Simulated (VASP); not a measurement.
# BaTiO3: single point with LDA

Crystal: BaTiO3.

```
CELL_PARAMETERS angstrom
4.20627 0.00000 0.00000
0.00000 4.20627 0.00000
0.00000 0.00000 5.15047
ATOMIC_POSITIONS crystal
Ba 0.00000 0.00000 0.00000
Ti 0.50000 0.50000 0.50000
O 0.00000 0.50000 0.50000
O 0.50000 0.00000 0.50000
O 0.00000 0.00000 0.50000
```

| Property | Result |
| --- | --- |
| Program | VASP 6.6.1 |
| Task | single point |
| Functional | LDA |
| Potentials or basis | VASP PAW LDA potentials, release 64 (Ba_sv, Ti_sv, O) |
| Cutoff | 520 eV |
| k mesh | 6 × 6 × 4 |
| Occupations | fermi-dirac, width 0.05 eV |
| Spin | no spin polarisation |
| Dipole correction | no |
| Further INCAR settings | ALGO = Normal; EDIFF = 1e-06; NBANDS = 28 |

The pressure is -12.3 GPa. The band gap on the k mesh is zero (bands 20 and 21 overlap by 1.53 eV).

Stress tensor (GPa, compression positive):
```
-13.16   0.00   0.00
  0.00 -13.16   0.00
  0.00   0.00 -10.43
```

Levels at points of the mesh, in eV from the Fermi level:
```csv
k point,band 16,band 17,band 18,band 19,band 20,band 21,band 22,band 23,band 24,band 25
"(0.00, 0.00, 0.00)",-3.52,-3.28,-1.84,-1.23,-0.02,-0.02,0.00,1.34,1.34,1.44
"(0.50, 0.00, 0.00)",-4.04,-2.76,-1.79,-1.44,-0.50,0.13,0.66,1.09,1.30,1.61
"(0.50, 0.50, 0.00)",-3.68,-2.56,-2.10,-2.10,-1.71,-1.27,1.31,1.31,1.84,2.90
"(0.00, 0.00, 0.50)",-3.52,-3.50,-2.52,0.03,0.07,0.07,0.13,0.43,1.33,1.33
"(0.50, 0.00, 0.50)",-3.69,-2.74,-2.73,-1.97,-0.10,0.03,0.66,1.24,1.58,2.11
"(0.50, 0.50, 0.50)",-3.66,-3.45,-2.56,-2.28,-2.28,-0.33,0.31,1.29,1.29,1.84
```

Run time: 2.3 min on 1 thread of AMD EPYC 7R13, on a shared host, peak memory 0.19 GiB.

Caveat: the cell stands under tension; spin-orbit coupling is left out, which moves the levels of the heavy elements; semilocal functionals often make such compounds metallic where correlation or magnetic order opens a gap, which also shifts bond lengths.
